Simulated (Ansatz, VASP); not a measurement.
Ga2S in VASP and in Ansatz

```
Ga S
1.0
     1.80966    1.04480    5.36109
    -1.80966    1.04480    5.36109
     0.00000   -2.08961    5.36109
Ga S
2 1
Direct
  0.76807 0.76807 0.76807
  0.23193 0.23193 0.23193
  0.00000 0.00000 0.00000
```

Alike in both runs: functional PBE; k mesh 6 × 6 × 6; occupations gaussian, width 0.1 eV; no spin polarisation.

Ansatz relaxed the structure, and its values are those at the end. VASP's run is a single point on that final structure, the one shown.

|  | VASP | Ansatz |
| --- | --- | --- |
| version | VASP 6.6.1 | Ansatz 0.2.0 |
| potentials or method | VASP PAW PBE potentials, release 64 (Ga_d, S), cutoff 520 eV | scalar-relativistic, plane waves, PAW |
| valence electrons in the cell | 32 | 32 |

|  | VASP | Ansatz | Ansatz less VASP |
| --- | --- | --- | --- |
| gap on the k mesh at the Fermi level (eV) | none | none | - |
| pressure (GPa) | -0.1 | -0.1 | -0.06 |
| rms of the force components (eV/Å) | 0.014 | 0.010 | -0.0039 |

A gap of «none» marks a metal or a gap that the smearing closes.
